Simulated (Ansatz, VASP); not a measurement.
Two plane-wave programs on B2SbP3

```xyz
6
Lattice="3.1801 0.0000 0.0000 -1.5900 2.7540 0.0000 0.0000 0.0000 9.8599" Properties=species:S:1:pos:R:3 pbc="T T T"
B     0.0000    1.8360    6.4102
B     1.5900    0.9180    3.4497
Sb    0.0000    0.0000    0.0000
P     0.0000    0.0000    4.9299
P     0.0000    1.8360    2.6468
P     1.5900    0.9180    7.2131
```

Change from the starting cell: species swapped into the In3SbTe2 type (P-3m1, No. 164).

Alike in both runs: task relaxation of cell and atoms; functional PBE; k mesh 12 × 12 × 4; occupations gaussian, width 0.1 eV; no spin polarisation.

|  | VASP | Ansatz |
| --- | --- | --- |
| version | VASP 6.6.1 | Ansatz 0.2.0 |
| potentials or method | VASP PAW PBE potentials, release 64 (B, Sb, P), cutoff 600 eV | scalar-relativistic, plane waves, PAW |
| valence electrons in the cell | 26 | 36 |

VASP gave:

| Property | Result |
| --- | --- |
| gap on the k mesh at the Fermi level, each at its own relaxed structure (eV) | none |
| relaxed volume (Å³/atom) | 14.50 |
| relaxed cell length with the largest relative difference (Å) | 10.068 |

What did Ansatz give for the same quantities?

gap on the k mesh at the Fermi level, each at its own relaxed structure (eV): none; relaxed volume (Å³/atom): 14.52; relaxed cell length with the largest relative difference (Å): 10.071.

A gap of «none» marks a metal or a gap that the smearing closes. VASP's potentials hold 26 valence electrons a cell and Ansatz's 36, so a difference there can come from the potentials and not from the codes.

Neither program's run includes spin-orbit coupling.
